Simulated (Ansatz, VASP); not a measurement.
SiC in VASP and in Ansatz

```
Si C
1.0
     3.13633    0.00000    0.00000
    -1.56816    2.71614    0.00000
     0.00000    0.00000    5.14701
Si C
2 2
Direct
  0.33333 0.66667 0.00000
  0.66667 0.33333 0.50000
  0.33333 0.66667 0.38500
  0.66667 0.33333 0.88500
```

Change from the starting cell: volume scaled by 1.06.

Alike in both runs: task single point; functional PBE; k mesh 15 × 15 × 8; occupations fermi-dirac, width 0.08 eV; no spin polarisation.

```csv
,VASP,Ansatz
version,VASP 6.6.1,Ansatz 0.2.0
potentials or method,"VASP PAW PBE potentials, release 64 (Si, C), cutoff 520 eV","all-electron LAPW, scalar-relativistic"
```

|  | VASP | Ansatz | Ansatz less VASP |
| --- | --- | --- | --- |
| pressure (GPa) | -8.2 | -8.1 | +0.07 |
| traceless stress, the component that is largest in VASP (GPa) | -1.78 | -1.77 | +0.008 |
| rms of the force components (eV/Å) | 0.385 | 0.384 | -0.0005 |

Atom by atom the forces differ by 0.001 eV/Å (rms over components). Ansatz ran all-electron here, and VASP with PAW potentials.
